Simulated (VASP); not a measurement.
Input of a VASP 6.6.1 run:

INCAR

```
PREC = Accurate
ENCUT = 600
EDIFF = 1E-6
ISMEAR = 0
SIGMA = 0.1
LREAL = False
LASPH = True
NELM = 80
ALGO = Normal
ISIF = 4
LWAVE = False
LCHARG = False
GGA = PE
IBRION = 2
NSW = 50
EDIFFG = -0.01
```

The input KPOINTS:

```
regular mesh
0
Gamma
  10 6 6
```

The input POSCAR:

```
Ta4H3
1.0
    3.5160819904      0.0000000000      0.0000000000
    0.0000000000      4.8353290764      0.0000000000
    0.0000000000      0.0000000000      4.8836167356
Ta H
4 3
Direct
    0.2467074997      0.2449388661      0.7558947279
    0.7532925003      0.2449388661      0.2441052721
    0.2467074997      0.7550611339      0.2441052721
    0.7532925003      0.7550611339      0.7558947279
    0.5000000000      0.5000000000      0.5000000000
    0.5000000000      0.5000000000      0.0000000000
    0.0000000000      0.0000000000      0.5000000000
```

Potentials or basis: VASP PAW PBE potentials, release 64 (Ta_pv, H).

Launch:

```console
$ cat potpaw_PBE.64/Ta_pv/POTCAR potpaw_PBE.64/H/POTCAR > POTCAR
$ mpirun -np 1 vasp_std > vasp.out
```

Q: What does it give for the band gap on the k mesh?

A: Zero (an odd number of electrons rules out a gap without spin polarisation).

Forces on the atoms (eV/Å):
```
Ta   0.000  0.003  0.002
Ta   0.000  0.003 -0.002
Ta   0.000 -0.003 -0.002
Ta   0.000 -0.003  0.002
H    0.000  0.000  0.000
H    0.000  0.000  0.000
H    0.000  0.000  0.000
```

Caveat: spin-orbit coupling is left out, which moves the levels of the heavy elements.
